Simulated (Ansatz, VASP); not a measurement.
## One calculation of Al, two programs

```
CELL_PARAMETERS angstrom
2.86610 0.00000 0.00000
-1.43305 2.48212 0.00000
0.00000 0.00000 8.53020
ATOMIC_POSITIONS crystal
Al 0.00000 0.00000 0.00000
Al 0.33333 0.66667 0.25000
Al 0.00000 0.00000 0.50000
Al 0.66667 0.33333 0.75000
```

Alike in both runs: task single point; functional PBEsol; dispersion D3(BJ); k mesh 18 × 18 × 6; occupations gaussian, width 0.15 eV; no spin polarisation.

|  | VASP | Ansatz |
| --- | --- | --- |
| version | VASP 6.6.1 | Ansatz 0.2.0 |
| potentials or method | VASP PAW PBE potentials, release 64 (Al), cutoff 520 eV | scalar-relativistic, plane waves, PAW |
| valence electrons in the cell | 12 | 12 |

|  | VASP | Ansatz | Ansatz less VASP |
| --- | --- | --- | --- |
| gap on the k mesh at the Fermi level (eV) | none | none | - |
| pressure (GPa) | 4.0 | 3.9 | -0.12 |
| traceless stress, the component that is largest in VASP (GPa) | 6.72 | 6.68 | -0.048 |

VASP's potentials were made for PBE, not for PBEsol, and Ansatz warns of the same on its side. A gap of «none» marks a metal or a gap that the smearing closes.
